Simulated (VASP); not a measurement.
KZnF3, 5 atoms in the cell. Symmetry: Pm-3m, No. 221, cubic system. The conventional cell has a = 4.047 Å, b = 4.047 Å, c = 4.047 Å, α = 90.00°, β = 90.00°, γ = 90.00°. Within 3.8 Å of K (site symmetry m-3m) lie 12 F at 2.86 Å and 8 Zn at 3.51 Å. Zn (site symmetry m-3m) has 6 F at 2.02 Å within 2.7 Å. Within 2.7 Å of F (site symmetry 4/mmm) lie 2 Zn at 2.02 Å. 

```yaml
Program: VASP 6.6.1
Task: single point
Functional: LDA
Potentials_or_basis: VASP PAW LDA potentials, release 64 (K_sv, Zn, F)
Cutoff: 600 eV
k_mesh: 4 × 4 × 4
Occupations: gaussian, width 0.1 eV
Spin: no spin polarisation
Dipole_correction: no
Further_INCAR_settings: ALGO = Normal; EDIFF = 1e-06; NBANDS = 29
```

Potentials or basis: VASP PAW LDA potentials, release 64 (K_sv, Zn, F).

The run is started by

```sh
$ cat potpaw_LDA.64/K_sv/POTCAR potpaw_LDA.64/Zn/POTCAR potpaw_LDA.64/F/POTCAR > POTCAR
$ mpirun -np 1 vasp_std > vasp.out
```

Hardware: 1 thread of Intel Xeon 8259CL, with other jobs on the host.

Q: Estimate the wall time of this run.

A: Run time: 36 s on 1 thread of Intel Xeon 8259CL, on a shared host, peak memory 0.17 GiB. Counts: scf iterations 15, k points 10.
